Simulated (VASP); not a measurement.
# CsSrF3 (R-3m) in VASP: notebook, part 2 of 2

VASP 6.6.1.

**5. Single point, LDA**

Contents of INCAR:

```
SYSTEM = CsSrF3
ALGO     = Normal         ! electronic algorithm
EDIFF    = 1E-6           ! SCF threshold, eV
ENCUT    = 520            ! plane-wave cutoff, eV
ISIF     = 2              ! what is computed and relaxed
ISMEAR   = 0              ! smearing method
LASPH    = .True.         ! aspherical terms in the spheres
LCHARG   = .False.        ! write CHGCAR
LREAL    = .False.        ! projectors in reciprocal space
LWAVE    = .False.        ! write WAVECAR
NBANDS   = 28             ! bands
NELM     = 60             ! most SCF steps
PREC     = Accurate       ! precision mode
SIGMA    = 0.05           ! smearing width, eV
```

Contents of KPOINTS:

```
k-points
0
Gamma
  6 6 6
  0 0 0
```

Contents of POSCAR:

```
CsSrF3
1.0
    4.7660122357     -0.1138637735     -0.1138637735
   -0.1138637735      4.7660122357     -0.1138637735
   -0.1138637735     -0.1138637735      4.7660122357
Cs Sr F
1 1 3
Direct
    0.0000000000      0.0000000000      0.0000000000
    0.5000000000      0.5000000000      0.5000000000
    0.0000000000      0.5000000000      0.5000000000
    0.5000000000      0.0000000000      0.5000000000
    0.5000000000      0.5000000000      0.0000000000
```

Potentials or basis: VASP PAW LDA potentials, release 64 (Cs_sv, Sr_sv, F).

The run is started by

```console
$ cat potpaw_LDA.64/Cs_sv/POTCAR potpaw_LDA.64/Sr_sv/POTCAR potpaw_LDA.64/F/POTCAR > POTCAR
$ mpirun -np 1 vasp_std > vasp.out
```

OUTCAR:

```text
SYSTEM = CsSrF3
   EDIFF = 1E-6
   ENCUT = 520
   ISIF = 2
   ISMEAR = 0
   LASPH = .True.
   LREAL = .False.
   NELM = 60
   PREC = Accurate

 ion  position               nearest neighbor table
   1  0.000  0.000  0.000-   2 3.93   2 3.93
   2  0.500  0.500  0.500-   3 2.38   4 2.38   5 2.38   5 2.38   4 2.38   3 2.38   1 3.93   1 3.93

   3  0.000  0.500  0.500-   2 2.38   2 2.38
   4  0.500  0.000  0.500-   2 2.38   2 2.38
   5  0.500  0.500  0.000-   2 2.38   2 2.38

  LATTYP: Found a trigonal (rhomboedric) cell.
 ALAT       =     4.7687317547
 COS(alpha) =    -0.0471569688

  Lattice vectors:

 A1 = (   4.7660122357,  -0.1138637735,  -0.1138637735)
 A2 = (  -0.1138637735,   4.7660122357,  -0.1138637735)
 A3 = (  -0.1138637735,  -0.1138637735,   4.7660122357)

Analysis of symmetry for initial positions (statically):
=====================================================================
 Subroutine PRICEL returns:
 Original cell was already a primitive cell.

 Routine SETGRP: Setting up the symmetry group for a
 trigonal (rhombohedral) supercell.

 Subroutine GETGRP returns: Found 12 space group operations
 (whereof 12 operations were pure point group operations)
 out of a pool of 12 trial point group operations.

The static configuration has the point symmetry D_3d.

Analysis of symmetry for dynamics (positions and initial velocities):
=====================================================================
 Subroutine PRICEL returns:
 Original cell was already a primitive cell.

 Routine SETGRP: Setting up the symmetry group for a
 trigonal (rhombohedral) supercell.

 Subroutine GETGRP returns: Found 12 space group operations
 (whereof 12 operations were pure point group operations)
 out of a pool of 12 trial point group operations.

The dynamic configuration has the point symmetry D_3d.

 Subroutine INISYM returns: Found 12 space group operations
 (whereof 12 operations are pure point group operations),
[... 117 lines left out ...]
   ISMEAR =     0;   SIGMA  =   0.05  broadening in eV -4-tet -1-fermi 0-gaus
   EFERMI_NEDOS =   21; number of points for ismear=-14 and -15
   IALGO  =     38    algorithm
   IMIX   =      4    mixing-type and parameters
     AMIX     =   0.40;   BMIX     =  1.00
     AMIX_MAG =   1.60;   BMIX_MAG =  1.00
  volume/ion in A,a.u.               =      21.61       145.86
  Fermi-wavevector in a.u.,A,eV,Ry     =   1.175416  2.221215 18.797858  1.381604
  Thomas-Fermi vector in A             =   2.311797
   LORBIT       =      0    0 simple, 1 ext, 2 COOP (PROOUT), +10 PAW based schemes
   GGA     = CA    functional components
   LHFCALC =     F    Hartree Fock is set to
   AEXX    =    0.0000 exact exchange contribution
   IVDW    =     0    specifies the selected vdW correction
   LEPSILON=     F    determine dielectric tensor
   LRPA    =     F    only Hartree local field effects (RPA)
 non-spin polarized calculation
 Gauss-broadening in eV      SIGMA  =   0.05
  energy-cutoff  :      520.00
  volume of cell :      108.07
 maximum number of plane-waves:      2928
   NGX = 17   NGY = 17   NGZ = 17

 number of electron      39.9999927 magnetization

 Free energy of the ion-electron system (eV)
  ---------------------------------------------------
  ext. energy  EPLUGINS =         0.00000000
  ---------------------------------------------------
  free energy    TOTEN  =       -27.09226603 eV

  energy without entropy =      -27.09226603  energy(sigma->0) =      -27.09226603

 E-fermi :  -2.2458     XC(G=0):  -9.0834

 val. band max:       -2.4714576292   @ k =   0.0000   0.0000   0.0000
 cond. band min:       3.5274155912   @ k =   0.0000   0.0000   0.0000
 fundamental gap:      5.9988732203
 Fermi energy:        -2.2457756533

 k-point     1 :       0.0000    0.0000    0.0000
  band No.  band energies     occupation
      1     -32.1220      2.00000
      2     -21.0843      2.00000
      3     -20.9960      2.00000
      4     -20.9960      2.00000
      5     -20.1912      2.00000
      6     -14.5454      2.00000
[... 733 lines left out ...]
     27       8.0235      0.00000
     28       9.1414      0.00000

 [... further k-points ...]
[... 5 lines left out ...]
  --------------------------------------------------------------------------------------
  -------------------------------------------------------------------------------------
  Total       -2.0620799     -2.0620799     -2.0620799      0.4533295      0.4533295      0.4533295
  in kB      -30.5707975    -30.5707975    -30.5707975      6.7207120      6.7207120      6.7207120
  external PRESSURE =     -30.5707975 kB  Pullay stress =       0.0000000 kB

 VOLUME and BASIS-vectors are now :
 -----------------------------------------------------------------------------
  energy-cutoff  :      520.00
  volume of cell :      108.07
      direct lattice vectors                 reciprocal lattice vectors
     4.766012236 -0.113863774 -0.113863774     0.210064683  0.005141443  0.005141443
    -0.113863774  4.766012236 -0.113863774     0.005141443  0.210064683  0.005141443
    -0.113863774 -0.113863774  4.766012236     0.005141443  0.005141443  0.210064683

 POSITION                                       TOTAL-FORCE (eV/Angst)
 -----------------------------------------------------------------------------------
      0.00000      0.00000      0.00000        -0.000000     -0.000000     -0.000000
      2.26914      2.26914      2.26914         0.000000      0.000000     -0.000000
     -0.11386      2.32607      2.32607        -0.000000     -0.000000     -0.000000
      2.32607     -0.11386      2.32607         0.000000      0.000000      0.000000
      2.32607      2.32607     -0.11386        -0.000000      0.000000     -0.000000
 -----------------------------------------------------------------------------------
    total drift:                                0.000000      0.000000      0.000000

  FREE ENERGIE OF THE ION-ELECTRON SYSTEM (eV)
  ---------------------------------------------------
  free  energy   TOTEN  =       -27.0922660326 eV

  energy  without entropy=      -27.0922660326  energy(sigma->0) =      -27.09226603
```

OSZICAR:

```text
N       E                     dE             d eps       ncg     rms          rms(c)
DAV:   1     0.270976469992E+03    0.27098E+03   -0.21173E+04  1792   0.133E+03
DAV:   2    -0.120251498810E+02   -0.28300E+03   -0.27411E+03  2252   0.298E+02
DAV:   3    -0.296862500993E+02   -0.17661E+02   -0.17602E+02  2340   0.759E+01
DAV:   4    -0.303833903994E+02   -0.69714E+00   -0.69602E+00  3024   0.946E+00
DAV:   5    -0.303908602336E+02   -0.74698E-02   -0.74696E-02  2232   0.816E-01    0.210E+01
DAV:   6    -0.273129067052E+02    0.30780E+01   -0.11512E+01  1996   0.250E+01    0.182E+01
DAV:   7    -0.272210208503E+02    0.91886E-01   -0.14856E+00  2312   0.605E+00    0.899E+00
DAV:   8    -0.271104098481E+02    0.11061E+00   -0.21412E-01  2248   0.327E+00    0.131E+00
DAV:   9    -0.270936402893E+02    0.16770E-01   -0.70135E-02  2296   0.141E+00    0.436E-01
DAV:  10    -0.270923851280E+02    0.12552E-02   -0.12132E-02  2300   0.659E-01    0.292E-01
DAV:  11    -0.270922770417E+02    0.10809E-03   -0.52292E-04  2488   0.139E-01    0.537E-02
DAV:  12    -0.270922681345E+02    0.89072E-05   -0.13897E-04  2340   0.638E-02    0.166E-02
DAV:  13    -0.270922663188E+02    0.18157E-05   -0.33637E-05  2344   0.319E-02    0.541E-03
DAV:  14    -0.270922660326E+02    0.28616E-06   -0.39201E-06  1888   0.116E-02
   1 F= -.27092266E+02 E0= -.27092266E+02  d E =-.290597E-12
```

stdout:

```text
POSCAR found type information on POSCAR CsSrF
 POSCAR found :  3 types and       5 ions
 scaLAPACK will be used
 LDA part: xc-table for (Slater(with rela. corr.)+CA(PZ))
 , standard interpolation
 POSCAR, INCAR and KPOINTS ok, starting setup
 FFT: planning ... GRIDC
 FFT: planning ... GRID_SOFT
 FFT: planning ... GRID
 WAVECAR not read
 entering main loop
```

It took 51 s on 1 thread of Intel Xeon 6975P-C (Granite Rapids), shared host; peak memory 0.23 GiB.

Results:

```yaml
Free_energy: -27.0923 eV
Pressure: -3.1 GPa
Band_gap_on_the_k_mesh: 6.00 eV, direct
```

Caveat: spin-orbit coupling is left out, which moves the levels of the heavy elements.

**6. Single point, LDA**

Contents of INCAR:

```
  ALGO = Normal
  EDIFF = 1E-6
  ENCUT = 520
  ISIF = 2
  ISMEAR = 0
  LASPH = T
  LCHARG = T
  LELF = T
  LREAL = F
  LVHAR = T
  LWAVE = F
  NBANDS = 28
  NELM = 80
  PREC = Accurate
  SIGMA = 0.05
```

Contents of KPOINTS:

```
k-points
0
Gamma
  6 6 6
```

Edit POSCAR of step 5 so:

```diff
@@ -2,5 +2,5 @@
 1.0
-    4.7660122357     -0.1138637735     -0.1138637735
-   -0.1138637735      4.7660122357     -0.1138637735
-   -0.1138637735     -0.1138637735      4.7660122357
+    4.7664090829      0.1238028333      0.1238028333
+    0.1238028333      4.7664090829      0.1238028333
+    0.1238028333      0.1238028333      4.7664090829
 Cs Sr F
```

Potentials or basis: VASP PAW LDA potentials, release 64 (Cs_sv, Sr_sv, F).

The run is started by

```console
$ cat potpaw_LDA.64/Cs_sv/POTCAR potpaw_LDA.64/Sr_sv/POTCAR potpaw_LDA.64/F/POTCAR > POTCAR
$ mpirun -np 1 vasp_std > vasp.out
```

OUTCAR:

```text
EDIFF = 1E-6
   ENCUT = 520
   ISIF = 2
   ISMEAR = 0
   LASPH = T
   LREAL = F
   NELM = 80
   PREC = Accurate

 ion  position               nearest neighbor table
   1  0.000  0.000  0.000-   2 4.06   2 4.06   2 4.06   2 4.06   2 4.06   2 4.06
   2  0.500  0.500  0.500-   3 2.38   4 2.38   5 2.38   5 2.38   4 2.38   3 2.38   1 4.06   1 4.06
                             1 4.06   1 4.06   1 4.06   1 4.06
   3  0.000  0.500  0.500-   2 2.38   2 2.38
   4  0.500  0.000  0.500-   2 2.38   2 2.38
   5  0.500  0.500  0.000-   2 2.38   2 2.38

  LATTYP: Found a trigonal (rhomboedric) cell.
 ALAT       =     4.7696236569
 COS(alpha) =     0.0525517938

  Lattice vectors:

 A1 = (   4.7664090829,   0.1238028333,   0.1238028333)
 A2 = (   0.1238028333,   4.7664090829,   0.1238028333)
 A3 = (   0.1238028333,   0.1238028333,   4.7664090829)

Analysis of symmetry for initial positions (statically):
=====================================================================
 Subroutine PRICEL returns:
 Original cell was already a primitive cell.

 Routine SETGRP: Setting up the symmetry group for a
[... 169 lines left out ...]
  ---------------------------------------------------
  free energy    TOTEN  =       -27.09006771 eV

  energy without entropy =      -27.09006771  energy(sigma->0) =      -27.09006771

 E-fermi :  -2.2634     XC(G=0):  -9.0832

 val. band max:       -2.4734668438   @ k =   0.0000   0.0000   0.0000
 cond. band min:       3.5214522365   @ k =   0.0000   0.0000   0.0000
 fundamental gap:      5.9949190803
 Fermi energy:        -2.2633600147

 k-point     1 :       0.0000    0.0000    0.0000
  band No.  band energies     occupation
      1     -32.1250      2.00000
      2     -21.0836      2.00000
      3     -20.9934      2.00000
      4     -20.9934      2.00000
      5     -20.1867      2.00000
      6     -14.5296      2.00000
[... 733 lines left out ...]
     27       8.1801      0.00000
     28       9.1417      0.00000

 [... further k-points ...]
[... 5 lines left out ...]
  --------------------------------------------------------------------------------------
  -------------------------------------------------------------------------------------
  Total       -2.0638497     -2.0638497     -2.0638497     -0.4459406     -0.4459406     -0.4459406
  in kB      -30.5970340    -30.5970340    -30.5970340     -6.6111699     -6.6111699     -6.6111699
  external PRESSURE =     -30.5970340 kB  Pullay stress =       0.0000000 kB

 VOLUME and BASIS-vectors are now :
 -----------------------------------------------------------------------------
  energy-cutoff  :      520.00
  volume of cell :      108.07
      direct lattice vectors                 reciprocal lattice vectors
     4.766409083  0.123802833  0.123802833     0.210077829 -0.005318426 -0.005318426
     0.123802833  4.766409083  0.123802833    -0.005318426  0.210077829 -0.005318426
     0.123802833  0.123802833  4.766409083    -0.005318426 -0.005318426  0.210077829

 POSITION                                       TOTAL-FORCE (eV/Angst)
 -----------------------------------------------------------------------------------
      0.00000      0.00000      0.00000        -0.000000     -0.000000     -0.000000
      2.50701      2.50701      2.50701        -0.000000     -0.000000      0.000000
      0.12380      2.44511      2.44511         0.000000      0.000000      0.000000
      2.44511      0.12380      2.44511        -0.000000     -0.000000      0.000000
      2.44511      2.44511      0.12380         0.000000      0.000000      0.000000
 -----------------------------------------------------------------------------------
    total drift:                                0.000000      0.000000      0.000000

  FREE ENERGIE OF THE ION-ELECTRON SYSTEM (eV)
  ---------------------------------------------------
  free  energy   TOTEN  =       -27.0900677117 eV

  energy  without entropy=      -27.0900677117  energy(sigma->0) =      -27.09006771
```

OSZICAR:

```text
N       E                     dE             d eps       ncg     rms          rms(c)
DAV:   1     0.273849765072E+03    0.27385E+03   -0.21185E+04  1792   0.133E+03
DAV:   2    -0.117007470106E+02   -0.28555E+03   -0.27810E+03  2220   0.301E+02
DAV:   3    -0.294339044384E+02   -0.17733E+02   -0.17674E+02  2204   0.763E+01
DAV:   4    -0.303851120738E+02   -0.95121E+00   -0.94968E+00  3212   0.102E+01
DAV:   5    -0.303904035662E+02   -0.52915E-02   -0.52914E-02  2176   0.783E-01    0.209E+01
DAV:   6    -0.273115483250E+02    0.30789E+01   -0.11565E+01  1996   0.250E+01    0.182E+01
DAV:   7    -0.272189233270E+02    0.92625E-01   -0.14798E+00  2332   0.606E+00    0.898E+00
DAV:   8    -0.271079810995E+02    0.11094E+00   -0.20967E-01  2264   0.326E+00    0.131E+00
DAV:   9    -0.270913911170E+02    0.16590E-01   -0.68211E-02  2300   0.139E+00    0.435E-01
DAV:  10    -0.270901811992E+02    0.12099E-02   -0.11665E-02  2292   0.648E-01    0.288E-01
DAV:  11    -0.270900776217E+02    0.10358E-03   -0.51024E-04  2424   0.137E-01    0.522E-02
DAV:  12    -0.270900697032E+02    0.79185E-05   -0.13095E-04  2340   0.619E-02    0.163E-02
DAV:  13    -0.270900680671E+02    0.16361E-05   -0.33112E-05  2356   0.316E-02    0.549E-03
DAV:  14    -0.270900677117E+02    0.35538E-06   -0.37204E-06  1900   0.113E-02
   1 F= -.27090068E+02 E0= -.27090068E+02  d E =-.129596E-10
```

stdout:

```text
POSCAR found type information on POSCAR CsSrF
 POSCAR found :  3 types and       5 ions
 scaLAPACK will be used
 LDA part: xc-table for (Slater(with rela. corr.)+CA(PZ))
 , standard interpolation
 POSCAR, INCAR and KPOINTS ok, starting setup
 FFT: planning ... GRIDC
 FFT: planning ... GRID_SOFT
 FFT: planning ... GRID
 WAVECAR not read
 entering main loop
```

It took 45 s on 1 thread of Intel Xeon 6975P-C (Granite Rapids), shared host; peak memory 0.23 GiB.

Results:

```
Free energy            : -27.0901 eV
Pressure               : -3.1 GPa
Band gap on the k mesh : 6.00 eV, direct
```

Levels at points of the mesh, in eV from the valence-band top:
| k point | band 18 | band 19 | band 20 | band 21 | band 22 | band 23 |
| --- | --- | --- | --- | --- | --- | --- |
| (0.00, 0.00, 0.00) | -0.04 | 0.00 | 0.00 | 6.00 | 7.45 | 7.45 |
| (0.50, 0.00, 0.00) | -0.40 | -0.05 | -0.02 | 7.67 | 8.33 | 8.93 |
| (0.50, 0.50, 0.00) | -0.24 | -0.06 | -0.04 | 7.93 | 8.40 | 8.71 |
| (0.50, 0.50, 0.50) | -0.06 | -0.01 | -0.01 | 8.33 | 8.33 | 8.36 |

Caveat: spin-orbit coupling is left out, which moves the levels of the heavy elements.

**7. Summary**

| cell | gap on the mesh (eV) | pressure (GPa) |
| --- | --- | --- |
| a = 4.790 Å, angles 95.9°, 5 atoms | 5.90 | -3.2 |
| a = 4.800 Å, angles 82.7°, 5 atoms | 5.77 | -3.3 |
| a = 5.095 Å, angles 67.3°, 5 atoms | 3.50 | -3.2 |
| a = 4.769 Å, angles 92.7°, 5 atoms | 6.00 | -3.1 |
| a = 4.770 Å, angles 87.0°, 5 atoms | 6.00 | -3.1 |

Alike in all rows: task single point; level LDA; potentials or basis VASP PAW LDA potentials, release 64 (Cs_sv, Sr_sv, F); no spin polarisation; k mesh 6 × 6 × 6; cutoff (eV) 520; smearing gaussian 0.05 eV.

Caveats: spin-orbit coupling is left out, which moves the levels of the heavy elements.

Total energies depend on the potentials used, so only differences within one code and one set of settings carry meaning.
